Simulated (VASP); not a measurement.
Set up this calculation in VASP 6.6.1, as the native input.

```
Task                   : single point
Functional             : PBEsol
Potentials or basis    : VASP PAW PBE potentials, release 64 (Al)
Cutoff                 : 520 eV
k mesh                 : 12 × 12 × 12
Occupations            : fermi-dirac, width 0.05 eV
Spin                   : no spin polarisation
Dipole correction      : no
Further INCAR settings : ALGO = Fast; EDIFF = 1e-06; NBANDS = 8
```

The structure of Al lies in POSCAR:

```
Al
1.0
   -1.5493164793      1.5493164793      1.5493164793
    1.5493164793     -1.5493164793      1.5493164793
    1.5493164793      1.5493164793     -1.5493164793
Al
1
Direct
    0.0000000000      0.0000000000      0.0000000000
```

The input as run:

INCAR

```
SYSTEM = Al
PREC = Accurate
ENCUT = 520
EDIFF = 1E-6
ISMEAR = -1
SIGMA = 0.05
LREAL = .False.
LASPH = .True.
NELM = 80
ALGO = Fast
ISIF = 2
LWAVE = .False.
LCHARG = .True.
GGA = PS
LELF = .True.
LVHAR = .True.
NBANDS = 8
```

KPOINTS

```
Automatic mesh
0
Gamma
  12 12 12
  0 0 0
```

Potentials or basis: VASP PAW PBE potentials, release 64 (Al).

Command:

```bash
$ cat potpaw_PBE.64/Al/POTCAR > POTCAR
$ mpirun -np 1 vasp_std > vasp.out
```

Results of the run:

| Property | Result |
| --- | --- |
| Pressure | 10.0 GPa |

Caveat: the PAW data sets were made with another functional, which shifts forces and pressure a little.

Wall time 17 s on 1 thread of Intel Xeon 8259CL, on a shared host, peak memory 0.12 GiB.
